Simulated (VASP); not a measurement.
# CuO (P4/mmm) in VASP: a series of runs, part 2 of 2

VASP 6.6.1. The steps go on from the part before.

### 3 Relaxation of cell and atoms, PBE, collinear spin, ferromagnetic start

INCAR reads:

```
SYSTEM = CuO
PREC = Accurate
ENCUT = 600
EDIFF = 1E-7
ISMEAR = 0
SIGMA = 0.1
LREAL = .FALSE.
LASPH = .TRUE.
NELM = 150
ALGO = Normal
ISIF = 3
LWAVE = .FALSE.
LCHARG = .FALSE.
ISPIN = 2
MAGMOM = 1 0
LORBIT = 11
LMAXMIX = 4
GGA = PE
IBRION = 2
NSW = 90
EDIFFG = -0.04
```

KPOINTS reads:

```
Automatic mesh
0
G
  8 8 4
  0 0 0
```

POSCAR reads:

```
CuO
1.0
    2.4503266900      0.0000000000      0.0000000000
    0.0000000000      2.4503266900      0.0000000000
    0.0000000000      0.0000000000      4.4433379800
Cu O
1 1
Direct
    0.5000000000      0.5000000000      0.5000000000
    0.0000000000      0.0000000000      0.0000000000
```

Potentials or basis: VASP PAW PBE potentials, release 64 (Cu, O).

The run is started by

```bash
cat potpaw_PBE.64/Cu/POTCAR potpaw_PBE.64/O/POTCAR > POTCAR
mpirun -np 1 vasp_std > vasp.out
```

OUTCAR:

```text
SYSTEM = CuO
   PREC = Accurate
   ENCUT = 600
   EDIFF = 1E-7
   ISMEAR = 0
   LREAL = .FALSE.
   LASPH = .TRUE.
   NELM = 150
   ISIF = 3
   ISPIN = 2
   LORBIT = 11
   GGA = PE
   IBRION = 2
   NSW = 90
   EDIFFG = -0.04

 ion  position               nearest neighbor table
   1  0.500  0.500  0.500-
   2  0.000  0.000  0.000-

  LATTYP: Found a simple tetragonal cell.
 ALAT       =     2.4503266900
 C/A-ratio  =     1.8133655394

  Lattice vectors:

 A1 = (   2.4503266900,   0.0000000000,   0.0000000000)
 A2 = (   0.0000000000,   2.4503266900,   0.0000000000)
 A3 = (   0.0000000000,   0.0000000000,   4.4433379800)

Analysis of symmetry for initial positions (statically):
=====================================================================
 Subroutine PRICEL returns:
 Original cell was already a primitive cell.

 Routine SETGRP: Setting up the symmetry group for a
 simple tetragonal supercell.

 Subroutine GETGRP returns: Found 16 space group operations
 (whereof 16 operations were pure point group operations)
 out of a pool of 16 trial point group operations.

The static configuration has the point symmetry D_4h.

Analysis of symmetry for dynamics (positions and initial velocities):
=====================================================================
 Subroutine PRICEL returns:
 Original cell was already a primitive cell.

 Routine SETGRP: Setting up the symmetry group for a
 simple tetragonal supercell.

 Subroutine GETGRP returns: Found 16 space group operations
 (whereof 16 operations were pure point group operations)
 out of a pool of 16 trial point group operations.

The dynamic configuration has the point symmetry D_4h.

Analysis of structural, dynamic, and magnetic symmetry:
=====================================================================
 Subroutine PRICEL returns:
 Original cell was already a primitive cell.

 Routine SETGRP: Setting up the symmetry group for a
[... 124 lines left out ...]
   IMIX   =      4    mixing-type and parameters
     AMIX     =   0.40;   BMIX     =  1.00
     AMIX_MAG =   1.60;   BMIX_MAG =  1.00
  volume/ion in A,a.u.               =      13.34        90.02
  Fermi-wavevector in a.u.,A,eV,Ry     =   1.408765  2.662181 27.002396  1.984620
  Thomas-Fermi vector in A             =   2.530890
   LORBIT       =     11    0 simple, 1 ext, 2 COOP (PROOUT), +10 PAW based schemes
   GGA     = PE    functional components
   LHFCALC =     F    Hartree Fock is set to
   AEXX    =    0.0000 exact exchange contribution
   IVDW    =     0    specifies the selected vdW correction
   LEPSILON=     F    determine dielectric tensor
   LRPA    =     F    only Hartree local field effects (RPA)
 conjugate gradient relaxation of ions
 spin polarized calculation
 Gauss-broadening in eV      SIGMA  =   0.10
  energy-cutoff  :      600.00
  volume of cell :       26.68
 maximum number of plane-waves:       916
 NGX is ok and might be reduce to    20
   NGX =  9   NGY =  9   NGZ = 17

--------------------------------------- Ionic step        1  -------------------------------------------

 number of electron      17.0000002 magnetization      -0.0278937

 number of electron      17.0000001 magnetization       0.3039414

 Free energy of the ion-electron system (eV)
  ---------------------------------------------------
  ext. energy  EPLUGINS =         0.00000000
  ---------------------------------------------------
  free energy    TOTEN  =        -6.45214872 eV

  energy without entropy =       -6.44522350  energy(sigma->0) =       -6.44868611

 E-fermi :   1.9096     XC(G=0): -10.6690

 val. band max:        1.9021086921   @ k =   0.5000   0.1250   0.0000
 cond. band min:       1.9217370219   @ k =   0.2500   0.0000   0.0000
 fundamental gap:      0.0196283298
 Fermi energy:         1.9095811555
[... 1660 lines left out ...]
  FREE ENERGIE OF THE ION-ELECTRON SYSTEM (eV)
  ---------------------------------------------------
  free  energy   TOTEN  =        -5.5684198987 eV

  energy  without entropy=       -5.5537741446  energy(sigma->0) =       -5.56109702

[... ionic steps 4 to 12 ...]

--------------------------------------- Ionic step       13  -------------------------------------------

 number of electron      17.0000017 magnetization       0.0008989

------------------------ aborting loop because EDIFF is reached ----------------------------------------
[... 69 lines left out ...]
 number of electron      17.0000018 magnetization      -0.0001476

 number of electron      17.0000018 magnetization       0.0000754

 Free energy of the ion-electron system (eV)
  ---------------------------------------------------
  ext. energy  EPLUGINS =         0.00000000
  ---------------------------------------------------
  free energy    TOTEN  =        -8.62781105 eV

  energy without entropy =       -8.61450908  energy(sigma->0) =       -8.62116006

 E-fermi :   6.3613     XC(G=0): -12.7879

 val. band max:        6.3022879029   @ k =   0.5000   0.0000   0.2500
 cond. band min:       6.3618886992   @ k =   0.5000   0.5000   0.2500
 fundamental gap:      0.0596007963
 Fermi energy:         6.3613285545
[... 803 lines left out ...]
  FREE ENERGIE OF THE ION-ELECTRON SYSTEM (eV)
  ---------------------------------------------------
  free  energy   TOTEN  =        -8.6278110464 eV

  energy  without entropy=       -8.6145090791  energy(sigma->0) =       -8.62116006

 reached required accuracy - stopping structural energy minimisation

 total charge

# of ion       s       p       d       tot
------------------------------------------
    1        0.286   0.292   9.166   9.745
    2        1.594   3.272   0.000   4.866
--------------------------------------------------
tot          1.880   3.564   9.166  14.611

 magnetization (x)

# of ion       s       p       d       tot
------------------------------------------
    1       -0.000  -0.000   0.000   0.000
    2       -0.000   0.000   0.000   0.000
--------------------------------------------------
tot         -0.000   0.000   0.000   0.000
```

CONTCAR:

```text
CuO
   1.00000000000000
     2.6315340341939253   -0.0000000000000000    0.0000000000000000
     0.0000000000000000    2.6315340341939253   -0.0000000000000000
    -0.0000000000000000   -0.0000000000000000    2.6359331857818926
  Cu              O
     1     1
Direct
     0.5000000000000000    0.5000000000000000    0.5000000000000000
     0.0000000000000000    0.0000000000000000    0.0000000000000000

  0.00000000E+00  0.00000000E+00  0.00000000E+00
  0.00000000E+00  0.00000000E+00  0.00000000E+00
```

Run time: 21 min. Hardware: 1 thread of AMD EPYC 7R13, shared host; peak memory 0.16 GiB.

What came out:

```
Free energy                                           : -8.6278 eV
Relaxed volume                                        : 9.13 Å³/atom
Relaxed cell                                          : a = 2.632 Å, b = 2.632 Å, c = 2.636 Å, α = 90.00°, β = 90.00°, γ = 90.00°
Space group after relaxing (to 0.05 Å)                : Pm-3m (No. 221)
Energy gained by relaxing                             : 1087.8 meV/atom
Ionic steps                                           : 15
Pressure after relaxing                               : 0.3 GPa
Net moment                                            : 0.00 μB per cell
Valence electrons inside the program's atomic spheres : Cu 9.74; O 4.87
```

Stress tensor (GPa, compression positive):
```
 0.61  0.00  0.00
 0.00  0.61  0.00
 0.00  0.00 -0.26
```

Step by step:
```tsv
step	energy change (eV)	largest force (eV/Å)	pressure (GPa)	volume (Å³)
1	0.0000	0.0000	-16.13	26.68
2	-0.7273	0.0000	-8.00	21.74
3	0.8837	0.0000	210.51	11.94
4	-0.9526	0.0000	0.85	19.85
5	-1.0935	0.0000	27.79	17.01
6	-1.3371	0.0000	35.88	16.28
7	-1.5225	0.0000	60.98	14.86
8	-2.0078	0.0000	28.63	16.17
9	-2.0798	0.0000	17.52	16.86
10	-2.0818	0.0000	15.09	17.05
11	-2.1457	0.0000	8.27	17.53
12	-2.1750	0.0000	1.61	18.12
13	-2.1754	0.0000	0.90	18.19
14	-2.1754	0.0000	0.69	18.22
15	-2.1757	0.0000	0.32	18.25
```

Final structure:
```
CELL_PARAMETERS angstrom
2.63153 0.00000 0.00000
0.00000 2.63153 0.00000
0.00000 0.00000 2.63593
ATOMIC_POSITIONS crystal
Cu 0.50000 0.50000 0.50000
O 0.00000 0.00000 0.00000
```

Caveat: the volume moved by over 15 % at a fixed basis, so the end points are rough; semilocal functionals often make such compounds metallic where correlation or magnetic order opens a gap, which also shifts bond lengths.
